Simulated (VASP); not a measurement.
# SnSe (Fm-3m) in VASP: notebook

Runs on SnSe. Level: PBE. Tasks: single point.

All numbers are computed with VASP 6.6.1; they aren't measurements. Logs are shortened: lines on timing, memory, paths and dates and some standing lists are left out, and cuts for length are marked.

### 1 The cell of the first run

It takes space group Fm-3m (No. 225, cubic). Conventional cell: a = 6.099 Å, b = 6.099 Å, c = 6.099 Å, α = 90.00°, β = 90.00°, γ = 90.00°. Sn (site symmetry m-3m) has 6 Se at 3.05 Å within 4.0 Å. Se (site symmetry m-3m) has 6 Sn at 3.05 Å within 4.0 Å.

### 2 Single point, PBE

Contents of INCAR:

```
PREC = Accurate
ENCUT = 500
EDIFF = 1E-6
ISMEAR = 1
SIGMA = 0.05
LREAL = False
LASPH = True
NELM = 120
ALGO = Normal
ISIF = 2
LWAVE = False
LCHARG = False
GGA = PE
NBANDS = 17
GGA_COMPAT = False
```

Contents of KPOINTS:

```
regular mesh
0
Gamma
  6 6 6
```

Contents of POSCAR:

```
SnSe
1.0
    0.0000000000      3.0496098055      3.0496098055
    3.0496098055      0.0000000000      3.0496098055
    3.0496098055      3.0496098055      0.0000000000
Sn Se
1 1
Direct
    0.0000000000      0.0000000000      0.0000000000
    0.5000000000      0.5000000000      0.5000000000
```

Potentials or basis: VASP PAW PBE potentials, release 64 (Sn_d, Se).

The run is started by

```sh
> cat potpaw_PBE.64/Sn_d/POTCAR potpaw_PBE.64/Se/POTCAR > POTCAR
> mpirun -np 1 vasp_std > vasp.out
```

OUTCAR:

```text
PREC = Accurate
   ENCUT = 500
   EDIFF = 1E-6
   ISMEAR = 1
   LREAL = False
   LASPH = True
   NELM = 120
   ISIF = 2
   GGA = PE

 ion  position               nearest neighbor table
   1  0.000  0.000  0.000-   2 3.05   2 3.05   2 3.05   2 3.05   2 3.05   2 3.05
   2  0.500  0.500  0.500-   1 3.05   1 3.05   1 3.05   1 3.05   1 3.05   1 3.05

  LATTYP: Found a face centered cubic cell.
 ALAT       =     6.0992196110

  Lattice vectors:

 A1 = (   0.0000000000,   3.0496098055,   3.0496098055)
 A2 = (   3.0496098055,   0.0000000000,   3.0496098055)
 A3 = (   3.0496098055,   3.0496098055,   0.0000000000)

Analysis of symmetry for initial positions (statically):
=====================================================================
 Subroutine PRICEL returns:
 Original cell was already a primitive cell.

 Routine SETGRP: Setting up the symmetry group for a
 face centered cubic supercell.

 Subroutine GETGRP returns: Found 48 space group operations
 (whereof 48 operations were pure point group operations)
 out of a pool of 48 trial point group operations.

The static configuration has the point symmetry O_h .

Analysis of symmetry for dynamics (positions and initial velocities):
=====================================================================
 Subroutine PRICEL returns:
 Original cell was already a primitive cell.

 Routine SETGRP: Setting up the symmetry group for a
 face centered cubic supercell.

 Subroutine GETGRP returns: Found 48 space group operations
 (whereof 48 operations were pure point group operations)
 out of a pool of 48 trial point group operations.

The dynamic configuration has the point symmetry O_h .

 Subroutine INISYM returns: Found 48 space group operations
 (whereof 48 operations are pure point group operations),
 and found     1 'primitive' translations

----------------------------------------------------------------------------------------

                                     Primitive cell

  volume of cell :      56.7235

  direct lattice vectors                    reciprocal lattice vectors
     0.000000000  3.049609805  3.049609805    -0.163955401  0.163955401  0.163955401
     3.049609805  0.000000000  3.049609805     0.163955401 -0.163955401  0.163955401
     3.049609805  3.049609805  0.000000000     0.163955401  0.163955401 -0.163955401

  length of vectors
     4.312799547  4.312799547  4.312799547     0.283979086  0.283979086  0.283979086

  position of ions in fractional coordinates (direct lattice)
     0.000000000  0.000000000  0.000000000
     0.500000000  0.500000000  0.500000000

  ion indices of the primitive-cell ions
[... 66 lines left out ...]
   EDIFF  = 0.1E-05   stopping-criterion for ELM
   LREAL  =      F    real-space projection
   EDIFFG = 0.1E-04   stopping-criterion for IOM
   NSW    =      0    number of steps for IOM
   IBRION =     -1    ionic relax: 0-MD 1-quasi-New 2-CG
   NFREE  =      0    steps in history (QN), initial steepest desc. (CG)
   ISIF   =      2    stress and relaxation
   ISYM   =      2    0-nonsym 1-usesym 2-fastsym
   POTIM  = 0.5000    time-step for ionic-motion
   TEBEG  =    0.0;   TEEND  =   0.0 temperature during run
   PSTRESS=    0.0 pullay stress
   NELECT =      20.0000    total number of electrons
   NUPDOWN=      -1.0000    fix difference up-down
   EMIN   =  10.00;   EMAX   =-10.00  energy-range for DOS
   EFERMI =   0.00;   METHOD = LEGACY
   ISMEAR =     1;   SIGMA  =   0.05  broadening in eV -4-tet -1-fermi 0-gaus
   EFERMI_NEDOS =   21; number of points for ismear=-14 and -15
   IALGO  =     38    algorithm
   IMIX   =      4    mixing-type and parameters
     AMIX     =   0.40;   BMIX     =  1.00
     AMIX_MAG =   1.60;   BMIX_MAG =  1.00
  volume/ion in A,a.u.               =      28.36       191.39
  Fermi-wavevector in a.u.,A,eV,Ry     =   1.156549  2.185560 18.199216  1.337605
  Thomas-Fermi vector in A             =   2.293168
   LORBIT       =      0    0 simple, 1 ext, 2 COOP (PROOUT), +10 PAW based schemes
   GGA     = PE    functional components
   LHFCALC =     F    Hartree Fock is set to
   AEXX    =    0.0000 exact exchange contribution
   IVDW    =     0    specifies the selected vdW correction
   LEPSILON=     F    determine dielectric tensor
   LRPA    =     F    only Hartree local field effects (RPA)
 non-spin polarized calculation
 Methfessel and Paxton  Order N= 1 SIGMA  =   0.05
  energy-cutoff  :      500.00
  volume of cell :       56.72
 maximum number of plane-waves:      1459
   NGX = 15   NGY = 15   NGZ = 15

 number of electron      19.9999992 magnetization

 Free energy of the ion-electron system (eV)
  ---------------------------------------------------
  ext. energy  EPLUGINS =         0.00000000
  ---------------------------------------------------
  free energy    TOTEN  =        -8.23097126 eV

  energy without entropy =       -8.23102494  energy(sigma->0) =       -8.23098915

 E-fermi :   5.2195     XC(G=0):  -9.4283

 val. band max:        5.1773814583   @ k =   0.5000   0.0000   0.0000
 cond. band min:       5.5894116004   @ k =   0.5000   0.0000   0.0000
 fundamental gap:      0.4120301422
 Fermi energy:         5.2194755693

 k-point     1 :       0.0000    0.0000    0.0000
  band No.  band energies     occupation
      1     -16.4649      2.00000
      2     -16.4649      2.00000
      3     -16.4649      2.00000
      4     -16.4617      2.00000
      5     -16.4617      2.00000
      6      -8.4634      2.00000
[... 297 lines left out ...]
      4     -16.4553      2.00000
      5     -16.4502      2.00000
      6      -7.3570      2.00000
[... 9 lines left out ...]
     16      16.0970      0.00000
     17      17.7683      0.00000

------------------------ aborting loop because EDIFF is reached ----------------------------------------

  FORCE on cell =-STRESS in cart. coord.  units (eV):
  Direction    XX          YY          ZZ          XY          YZ          ZX
  --------------------------------------------------------------------------------------
  -------------------------------------------------------------------------------------
  Total       -0.4536421     -0.4536421     -0.4536421      0.0000000     -0.0000000     -0.0000000
  in kB      -12.8133026    -12.8133026    -12.8133026      0.0000000     -0.0000000     -0.0000000
  external PRESSURE =     -12.8133026 kB  Pullay stress =       0.0000000 kB

 VOLUME and BASIS-vectors are now :
 -----------------------------------------------------------------------------
  energy-cutoff  :      500.00
  volume of cell :       56.72
      direct lattice vectors                 reciprocal lattice vectors
     0.000000000  3.049609805  3.049609805    -0.163955401  0.163955401  0.163955401
     3.049609805  0.000000000  3.049609805     0.163955401 -0.163955401  0.163955401
     3.049609805  3.049609805  0.000000000     0.163955401  0.163955401 -0.163955401

 POSITION                                       TOTAL-FORCE (eV/Angst)
 -----------------------------------------------------------------------------------
      0.00000      0.00000      0.00000        -0.000000     -0.000000     -0.000000
      3.04961      3.04961      3.04961         0.000000      0.000000      0.000000
 -----------------------------------------------------------------------------------
    total drift:                                0.000000     -0.000000     -0.000000

  FREE ENERGIE OF THE ION-ELECTRON SYSTEM (eV)
  ---------------------------------------------------
  free  energy   TOTEN  =        -8.2309712563 eV

  energy  without entropy=       -8.2310249406  energy(sigma->0) =       -8.23098915
```

OSZICAR:

```text
N       E                     dE             d eps       ncg     rms          rms(c)
DAV:   1     0.130137796473E+03    0.13014E+03   -0.96148E+03   555   0.139E+03
DAV:   2     0.473063050757E+01   -0.12541E+03   -0.12161E+03   562   0.328E+02
DAV:   3    -0.808757721020E+01   -0.12818E+02   -0.12538E+02   678   0.943E+01
DAV:   4    -0.842288085154E+01   -0.33530E+00   -0.33505E+00   650   0.156E+01
DAV:   5    -0.843162274628E+01   -0.87419E-02   -0.87414E-02   799   0.260E+00    0.295E+00
DAV:   6    -0.822953830767E+01    0.20208E+00   -0.52411E-01   725   0.404E+00    0.174E+00
DAV:   7    -0.822899268360E+01    0.54562E-03   -0.85683E-02   637   0.128E+00    0.894E-01
DAV:   8    -0.823113038638E+01   -0.21377E-02   -0.95917E-03   654   0.822E-01    0.124E-01
DAV:   9    -0.823088335452E+01    0.24703E-03   -0.16703E-03   762   0.303E-01    0.533E-02
DAV:  10    -0.823096454397E+01   -0.81189E-04   -0.19515E-04   630   0.765E-02    0.121E-02
DAV:  11    -0.823097076506E+01   -0.62211E-05   -0.14100E-05   718   0.293E-02    0.249E-03
DAV:  12    -0.823097125630E+01   -0.49123E-06   -0.12060E-06   552   0.124E-02
   1 F= -.82309713E+01 E0= -.82309892E+01  d E =0.536843E-04
```

stdout:

```text
POSCAR found type information on POSCAR SnSe
 POSCAR found :  2 types and       2 ions
 scaLAPACK will be used
 LDA part: xc-table for (Slater+PW92), standard interpolation
 POSCAR, INCAR and KPOINTS ok, starting setup
 FFT: planning ... GRIDC
 FFT: planning ... GRID_SOFT
 FFT: planning ... GRID
 WAVECAR not read
 entering main loop
```

Run time: 20 s. Hardware: 1 thread of AMD EPYC 7R43 (Zen 3), shared host; peak memory 0.14 GiB.

What came out:

```yaml
Free_energy: -8.2310 eV
Pressure: -1.3 GPa
Band_gap_on_the_k_mesh: 0.41 eV, direct
```

Caveat: spin-orbit coupling is left out, which moves the levels of the heavy elements. A k mesh can miss the band edges.

### 3 Single point, PBE

This run uses another cell than the first one, of 28.91 Å³/atom, 1.019 times its volume.

Contents of INCAR:

```
PREC = Accurate ; ENCUT = 500
EDIFF = 1E-6 ; ISMEAR = 1
SIGMA = 0.05 ; LREAL = False
LASPH = True ; NELM = 120
ALGO = Normal ; ISIF = 2
LWAVE = False ; LCHARG = False
GGA = PE ; NBANDS = 17
GGA_COMPAT = False
```

KPOINTS is that of step 2.

Contents of POSCAR:

```
SnSe
1.0
    0.0000000000      3.0690345955      3.0690345955
    3.0690345955      0.0000000000      3.0690345955
    3.0690345955      3.0690345955      0.0000000000
Sn Se
1 1
Direct
    0.0000000000      0.0000000000      0.0000000000
    0.5000000000      0.5000000000      0.5000000000
```

Potentials or basis: VASP PAW PBE potentials, release 64 (Sn_d, Se).

The run is started by

```sh
> cat potpaw_PBE.64/Sn_d/POTCAR potpaw_PBE.64/Se/POTCAR > POTCAR
> mpirun -np 1 vasp_std > vasp.out
```

OUTCAR:

```text
PREC = Accurate
   ENCUT = 500
   EDIFF = 1E-6
   ISMEAR = 1
   LREAL = False
   LASPH = True
   NELM = 120
   ISIF = 2
   GGA = PE

 ion  position               nearest neighbor table
   1  0.000  0.000  0.000-   2 3.07   2 3.07   2 3.07   2 3.07   2 3.07   2 3.07
   2  0.500  0.500  0.500-   1 3.07   1 3.07   1 3.07   1 3.07   1 3.07   1 3.07

  LATTYP: Found a face centered cubic cell.
 ALAT       =     6.1380691910

  Lattice vectors:

 A1 = (   0.0000000000,   3.0690345955,   3.0690345955)
 A2 = (   3.0690345955,   0.0000000000,   3.0690345955)
 A3 = (   3.0690345955,   3.0690345955,   0.0000000000)

Analysis of symmetry for initial positions (statically):
=====================================================================
 Subroutine PRICEL returns:
 Original cell was already a primitive cell.

 Routine SETGRP: Setting up the symmetry group for a
 face centered cubic supercell.

 Subroutine GETGRP returns: Found 48 space group operations
 (whereof 48 operations were pure point group operations)
 out of a pool of 48 trial point group operations.

The static configuration has the point symmetry O_h .

Analysis of symmetry for dynamics (positions and initial velocities):
[... 151 lines left out ...]

 val. band max:        4.9884764388   @ k =   0.5000   0.0000   0.0000
 cond. band min:       5.3244776619   @ k =   0.5000   0.0000   0.0000
 fundamental gap:      0.3360012231
 Fermi energy:         5.0305705501

 k-point     1 :       0.0000    0.0000    0.0000
  band No.  band energies     occupation
      1     -16.6744      2.00000
      2     -16.6744      2.00000
      3     -16.6744      2.00000
      4     -16.6705      2.00000
      5     -16.6705      2.00000
      6      -8.5441      2.00000
[... 297 lines left out ...]
      4     -16.6656      2.00000
      5     -16.6609      2.00000
      6      -7.4920      2.00000
[... 9 lines left out ...]
     16      15.7920      0.00000
     17      17.5381      0.00000

------------------------ aborting loop because EDIFF is reached ----------------------------------------

  FORCE on cell =-STRESS in cart. coord.  units (eV):
  Direction    XX          YY          ZZ          XY          YZ          ZX
  --------------------------------------------------------------------------------------
  -------------------------------------------------------------------------------------
  Total       -0.7496174     -0.7496174     -0.7496174      0.0000000      0.0000000      0.0000000
  in kB      -20.7737503    -20.7737503    -20.7737503      0.0000000      0.0000000      0.0000000
  external PRESSURE =     -20.7737503 kB  Pullay stress =       0.0000000 kB

 VOLUME and BASIS-vectors are now :
 -----------------------------------------------------------------------------
  energy-cutoff  :      500.00
  volume of cell :       57.81
      direct lattice vectors                 reciprocal lattice vectors
     0.000000000  3.069034595  3.069034595    -0.162917681  0.162917681  0.162917681
     3.069034595  0.000000000  3.069034595     0.162917681 -0.162917681  0.162917681
     3.069034595  3.069034595  0.000000000     0.162917681  0.162917681 -0.162917681

 POSITION                                       TOTAL-FORCE (eV/Angst)
 -----------------------------------------------------------------------------------
      0.00000      0.00000      0.00000         0.000000     -0.000000     -0.000000
      3.06903      3.06903      3.06903         0.000000      0.000000      0.000000
 -----------------------------------------------------------------------------------
    total drift:                                0.000000     -0.000000     -0.000000

  FREE ENERGIE OF THE ION-ELECTRON SYSTEM (eV)
  ---------------------------------------------------
  free  energy   TOTEN  =        -8.2197985841 eV

  energy  without entropy=       -8.2198522684  energy(sigma->0) =       -8.21981648
```

stdout:

```text
POSCAR found type information on POSCAR SnSe
 POSCAR found :  2 types and       2 ions
 scaLAPACK will be used
 LDA part: xc-table for (Slater+PW92), standard interpolation
 POSCAR, INCAR and KPOINTS ok, starting setup
 FFT: planning ... GRIDC
 FFT: planning ... GRID_SOFT
 FFT: planning ... GRID
 WAVECAR not read
 entering main loop
```

It took 18 s on 1 thread of AMD EPYC 7R43 (Zen 3), shared host; peak memory 0.15 GiB.

What came out:

```yaml
Free_energy: -8.2198 eV
Pressure: -2.1 GPa
Band_gap_on_the_k_mesh: 0.34 eV, direct
```

Caveat: spin-orbit coupling is left out, which moves the levels of the heavy elements. A k mesh can miss the band edges.
